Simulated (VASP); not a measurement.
Here is a VASP 6.6.1 calculation.

POSCAR

```
Fe
1.0
    2.3111900000      0.0000000000      0.0000000000
    0.0000000000      2.3111900000      0.0000000000
    0.0000000000      0.0000000000     23.8000000000
Fe
1
Direct
    0.0000000000      0.0000000000      0.2941200000
```

The input INCAR.step1:

```
SYSTEM = Fe
PREC = Accurate ; ENCUT = 520
EDIFF = 1E-6 ; ISMEAR = -1
SIGMA = 0.05 ; LREAL = .FALSE.
LASPH = .TRUE. ; NELM = 150
ALGO = Normal ; ISIF = 2
LWAVE = .FALSE. ; LCHARG = .TRUE.
ISPIN = 2 ; MAGMOM = 3
LMAXMIX = 4 ; GGA = PE
NBANDS = 14
```

KPOINTS.step1

```
Automatic mesh
0
G
  11 11 1
  0 0 0
```

Contents of INCAR.step2:

```
SYSTEM = Fe
PREC = Accurate ; ENCUT = 520
EDIFF = 1E-6 ; ISMEAR = -5
SIGMA = 0.05 ; LREAL = .FALSE.
LASPH = .TRUE. ; NELM = 150
ALGO = Normal ; ISIF = 2
LWAVE = .FALSE. ; LCHARG = .FALSE.
ISPIN = 2 ; MAGMOM = 3
LORBIT = 10 ; LMAXMIX = 4
GGA = PE ; NBANDS = 14
NEDOS = 2001 ; ICHARG = 11
```

The input KPOINTS.step2:

```
Automatic mesh
0
G
  17 17 1
  0 0 0
```

Potentials or basis: VASP PAW PBE potentials, release 64 (Fe).

Launch:

```console
$ cat potpaw_PBE.64/Fe/POTCAR > POTCAR
$ cp INCAR.step1 INCAR
$ cp KPOINTS.step1 KPOINTS
$ mpirun -np 1 vasp_std > vasp.out
$ cp INCAR.step2 INCAR
$ cp KPOINTS.step2 KPOINTS
$ mpirun -np 1 vasp_std > vasp.out
```

(1) What does it give for the site moments?

(2) What does it give for the net moment?

Results:

(1) Fe +2.67 μB.

(2) 2.73 μB per cell.
